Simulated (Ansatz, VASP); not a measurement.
## Rb3Ba: VASP beside Ansatz

Contents of INCAR:

```
SYSTEM = Rb3Ba
PREC = Accurate
ENCUT = 600
EDIFF = 1E-7
ISMEAR = -1
SIGMA = 0.05
LREAL = .False.
LASPH = .True.
NELM = 60
ALGO = Fast
ISIF = 3
LWAVE = .False.
LCHARG = .False.
GGA = B5
ALDAX = 1.0
AGGAX = 1.0
AGGAC = 1.0
ALDAC = 0.0
IBRION = 2
NSW = 60
EDIFFG = -0.01
```

The input KPOINTS:

```
regular mesh
0
Gamma
  6 6 6
  0 0 0
```

POSCAR

```
Rb3Ba
1.0
   -3.3714590000      3.3714590000      7.3713480000
    3.3714590000     -3.3714590000      7.3713480000
    3.3714590000      3.3714590000     -7.3713480000
Ba Rb
1 3
Direct
    0.0000000000      0.0000000000      0.0000000000
    0.5000000000      0.5000000000      0.0000000000
    0.2500000000      0.7500000000      0.5000000000
    0.7500000000      0.2500000000      0.5000000000
```

File input.yaml:

```yaml
crystal:
  lattice:
    - [-3.371459, 3.371459, 7.371348]
    - [3.371459, -3.371459, 7.371348]
    - [3.371459, 3.371459, -7.371348]
  atoms:
    - { symbol: Ba, position: [0.0, 0.0, 0.0] }
    - { symbol: Rb, position: [0.5, 0.5, 0.0] }
    - { symbol: Rb, position: [0.25, 0.75, 0.5] }
    - { symbol: Rb, position: [0.75, 0.25, 0.5] }
hamiltonian:
  xc: blyp
  pseudopotentials: { kind: paw }
kpoints:
  mp_grid: { grid: [6, 6, 6] }
scf:
  occupations: { method: fermi_dirac, width: 0.05 }
output:
  forces: true
  stress: true
  eigenvalues: true
relax:
  f_tol: 0.01
  max_steps: 40
  cell: { stress_tol: 0.05 }
```

Alike in both runs: task relaxation of cell and atoms; functional BLYP; k mesh 6 × 6 × 6; occupations fermi-dirac, width 0.05 eV; no spin polarisation.

|  | VASP | Ansatz |
| --- | --- | --- |
| version | VASP 6.6.1 | Ansatz 0.2.0 |
| potentials or method | VASP PAW PBE potentials, release 64 (Ba_sv, Rb_sv) | Ansatz PAW |
| plane-wave cutoff (eV) | 600 | 420 |
| valence electrons in the cell | 37 | 37 |

Ansatz gave:

* gap on the k mesh at the Fermi level, each at its own relaxed structure (eV): none
* relaxed volume (Å³/atom): 88.99
* relaxed length of the cell vector where the two differ most in proportion (Å): 8.796

**Question.** Which values does VASP return?

**Answer.** gap on the k mesh at the Fermi level, each at its own relaxed structure (eV): none; relaxed volume (Å³/atom): 88.46; relaxed length of the cell vector where the two differ most in proportion (Å): 8.787.

VASP's potentials were made for PBE, not for BLYP. A gap of «none» marks a metal or a gap that the smearing closes.

Spin-orbit coupling is off throughout. Noted on Ansatz's run: the plane-wave basis is chosen anew once the cell has moved, so the energies of steps on either side of that aren't comparable.
